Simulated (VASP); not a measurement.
## PtSe2: single point with LDA+U

PtSe2:

```
Pt Se
1.0
     3.72400    0.00000    0.00000
    -1.86200    3.22508    0.00000
     0.00000    0.00000   10.12400
Pt Se
2 4
Direct
  0.00000 0.00000 0.00000
  0.00000 0.00000 0.50000
  0.33333 0.66667 0.12500
  0.66667 0.33333 0.37500
  0.33333 0.66667 0.62500
  0.66667 0.33333 0.87500
```

* Program: VASP 6.6.1
* Task: single point
* Functional: LDA
* Potentials or basis: VASP PAW LDA potentials, release 64 (Pt, Se)
* Cutoff: 520 eV
* k mesh: 6 × 6 × 2
* Occupations: gaussian, width 0.05 eV
* Spin: collinear spin, zero start
* Starting moments: [0.0, 0.0, 0.0, 0.0, 0.0, 0.0] μB
* Hubbard terms: Pt d U = 1.0 eV

```
Pressure                                              : -0.7 GPa
Largest force                                         : 0.204 eV/Å
Band gap on the k mesh                                : zero (filled and empty bands overlap)
Net moment                                            : 0.00 μB per cell
Valence electrons inside the program's atomic spheres : Pt 9.52; Se 3.79
```

Forces in eV/Å, atoms in the order of the input:
```
Pt   0.000  0.000  0.000
Pt   0.000  0.000  0.000
Se   0.000  0.000  0.204
Se   0.000  0.000 -0.204
Se   0.000  0.000  0.204
Se   0.000  0.000 -0.204
```

Stress tensor (GPa, compression positive):
```
-0.38  0.00  0.00
 0.00 -0.38  0.00
 0.00  0.00 -1.25
```

Levels at points of the mesh, in eV from the Fermi level:
Spin up:
| k point | band 18 | band 19 | band 20 | band 21 | band 22 | band 23 | band 24 | band 25 | band 26 | band 27 |
| --- | --- | --- | --- | --- | --- | --- | --- | --- | --- | --- |
| (0.00, 0.00, 0.00) | -1.44 | -1.44 | -1.00 | -1.00 | 0.45 | 1.47 | 1.47 | 2.32 | 2.32 | 3.58 |
| (0.50, 0.00, 0.00) | -3.48 | -3.35 | -3.02 | -2.78 | -1.31 | 0.64 | 0.99 | 1.49 | 2.37 | 4.58 |
| (0.00, 0.00, 0.50) | -1.24 | -1.24 | -1.24 | -0.75 | -0.75 | 1.89 | 1.89 | 1.89 | 1.89 | 4.06 |
| (0.50, 0.00, 0.50) | -3.40 | -3.15 | -3.15 | -2.21 | -2.21 | 1.37 | 1.37 | 1.65 | 1.65 | 3.95 |
Spin down:
| k point | band 19 | band 20 | band 21 | band 22 | band 23 | band 24 | band 25 | band 26 |
| --- | --- | --- | --- | --- | --- | --- | --- | --- |
| (0.00, 0.00, 0.00) | -1.44 | -1.00 | -1.00 | 0.45 | 1.47 | 1.47 | 2.32 | 2.32 |
| (0.50, 0.00, 0.00) | -3.35 | -3.02 | -2.78 | -1.31 | 0.64 | 0.99 | 1.49 | 2.37 |
| (0.00, 0.00, 0.50) | -1.24 | -1.24 | -0.75 | -0.75 | 1.89 | 1.89 | 1.89 | 1.89 |
| (0.50, 0.00, 0.50) | -3.15 | -3.15 | -2.21 | -2.21 | 1.37 | 1.37 | 1.65 | 1.65 |

Eigenvalues of the final occupation matrices:
```csv
site,spin,trace,eigenvalues
site 1 d,1,4.09,0.70 0.70 0.89 0.90 0.90
site 1 d,2,4.09,0.70 0.70 0.89 0.90 0.90
site 2 d,1,4.09,0.70 0.70 0.89 0.90 0.90
site 2 d,2,4.09,0.70 0.70 0.89 0.90 0.90
```

Run time: 82 s on 1 thread of Intel Xeon 6975P-C, on a shared host, peak memory 0.26 GiB.

Caveat: spin-orbit coupling is left out, which moves the levels of the heavy elements.
